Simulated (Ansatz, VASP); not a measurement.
# Zn2S in VASP and in Ansatz

INCAR

```
PREC = Accurate
ENCUT = 600
EDIFF = 1E-7
ISMEAR = 0
SIGMA = 0.1
LREAL = F
LASPH = T
NELM = 100
ALGO = Normal
ISIF = 3
LWAVE = F
LCHARG = F
GGA = PE
IBRION = 2
NSW = 90
EDIFFG = -0.04
```

KPOINTS

```
regular mesh
0
Gamma
  6 6 6
```

POSCAR

```
Zn2S
1.0
    4.1478493085      0.0000000000      0.0000000000
   -2.0739246543      3.5921428723      0.0000000000
    0.0000000000      0.0000000000      3.7227031681
Zn S
2 1
Direct
    0.3333333333      0.6666666667      0.5000000000
    0.6666666667      0.3333333333      0.5000000000
    0.0000000000      0.0000000000      0.0000000000
```

Input for Ansatz:

```yaml
crystal:
  lattice:
    - [4.1478493085, 0.0, 0.0]
    - [-2.0739246543, 3.5921428723, 0.0]
    - [0.0, 0.0, 3.7227031681]
  atoms:
    - { symbol: Zn, position: [0.3333333333, 0.6666666667, 0.5] }
    - { symbol: Zn, position: [0.6666666667, 0.3333333333, 0.5] }
    - { symbol: S, position: [0.0, 0.0, 0.0] }
basis:
  ecutwfc: 420
kpoints:
  mp_grid: { grid: [6, 6, 6] }
hamiltonian:
  xc: pbe
scf:
  occupations: { method: gaussian, width: 0.1 }
  lower_state_search: "off"
output:
  forces: true
  stress: true
  eigenvalues: true
relax:
  adjacent_minimum: "off"
  f_tol: 0.04
  max_steps: 70
  cell: { stress_tol: 0.4 }
```

Alike in both runs: task relaxation of cell and atoms; functional PBE; k mesh 6 × 6 × 6; occupations gaussian, width 0.1 eV; no spin polarisation.

|  | VASP | Ansatz |
| --- | --- | --- |
| version | VASP 6.6.1 | Ansatz 0.2.0 |
| potentials or method | VASP PAW PBE potentials, release 64 (Zn, S), cutoff 600 eV | scalar-relativistic, plane waves, PAW |
| valence electrons in the cell | 30 | 30 |

```csv
,VASP,Ansatz,Ansatz less VASP
"gap on the k mesh at the Fermi level, each at its own relaxed structure (eV)",none,none,-
relaxed volume (Å³/atom),18.30,18.22,-0.076
relaxed cell length with the largest relative difference (Å),3.575,3.570,-0.0051
```

A gap of «none» marks a metal or a gap that the smearing closes.
